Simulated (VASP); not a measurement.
Here is a VASP 6.6.1 calculation.

The input INCAR:

```
SYSTEM = Ge
ALGO = Normal ; EDIFF = 1E-6
ENCUT = 520 ; GGA = RE
ISIF = 2 ; ISMEAR = -1
LASPH = .True. ; LCHARG = .False.
LREAL = .False. ; LWAVE = .False.
NBANDS = 28 ; NELM = 60
PREC = Accurate ; SIGMA = 0.1
```

Contents of KPOINTS:

```
k-points
0
Gamma
  8 8 13
  0 0 0
```

Contents of POSCAR:

```
Ge
1.0
    4.9362174888      0.0000000000      0.0000000000
   -2.4681087444      4.2748897439      0.0000000000
    0.0000000000      0.0000000000      2.8047010167
Ge
3
Direct
    0.0000000000      1.0000000000      0.0000000000
    0.3333333333      0.6666666667      0.5000000000
    0.6666666667      0.3333333333      0.5000000000
```

Potentials or basis: VASP PAW PBE potentials, release 64 (Ge_d).

The run is started by

```bash
$ cat potpaw_PBE.64/Ge_d/POTCAR > POTCAR
$ mpirun -np 1 vasp_std > vasp.out
```

Q: Estimate the pressure.

A: 0.1 GPa.

Q: Estimate the band gap on the k mesh.

A: Zero (bands 21 and 22 overlap by 4.50 eV).

Stress tensor (GPa, compression positive):
```
-0.31  0.00  0.00
 0.00 -0.31  0.00
 0.00  0.00  0.78
```

Caveat: the PAW data sets were made with another functional, which shifts forces and pressure a little.
